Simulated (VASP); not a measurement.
A run of VASP 6.6.1 is set up as follows.

The input INCAR:

```
PREC = Accurate
ENCUT = 600
EDIFF = 1E-6
ISMEAR = 0
SIGMA = 0.2
LREAL = F
LASPH = T
NELM = 80
ALGO = Fast
ISIF = 3
LWAVE = F
LCHARG = F
GGA = PE
IBRION = 2
NSW = 36
EDIFFG = -0.08
```

File KPOINTS:

```
regular mesh
0
Gamma
  4 4 2
```

Contents of POSCAR:

```
Si2Sn5
1.0
    4.6957298900      0.0000000000      0.0000000000
    0.0000000000      4.6957298900      0.0000000000
    0.0000000000      0.0000000000      9.0638554900
Si Sn
2 5
Direct
    0.5000000000      0.5000000000      0.9458617300
    0.5000000000      0.5000000000      0.5472211200
    0.0000000000      0.5000000000      0.1747051800
    0.5000000000      0.0000000000      0.1747051800
    0.0000000000      0.5000000000      0.7238756300
    0.5000000000      0.0000000000      0.7238756300
    0.5000000000      0.5000000000      0.1619120600
```

Potentials or basis: VASP PAW PBE potentials, release 64 (Si, Sn_d).

Run with:

```bash
$ cat potpaw_PBE.64/Si/POTCAR potpaw_PBE.64/Sn_d/POTCAR > POTCAR
$ mpirun -np 1 vasp_std > vasp.out
```

(1) What does it give for the band gap on the k mesh?

(2) What does it give for the relaxed volume?

(3) Estimate the space group after relaxing (to 0.1 Å).

(4) What does it give for the relaxed cell?

## Answers

(1) zero (bands 39 and 40 overlap by 1.45 eV).

(2) 32.11 Å³/atom.

(3) P4mm (No. 99).

(4) a = 5.051 Å, b = 5.051 Å, c = 8.809 Å, α = 90.00°, β = 90.00°, γ = 90.00°.

Caveat: spin-orbit coupling is left out, which moves the levels of the heavy elements.
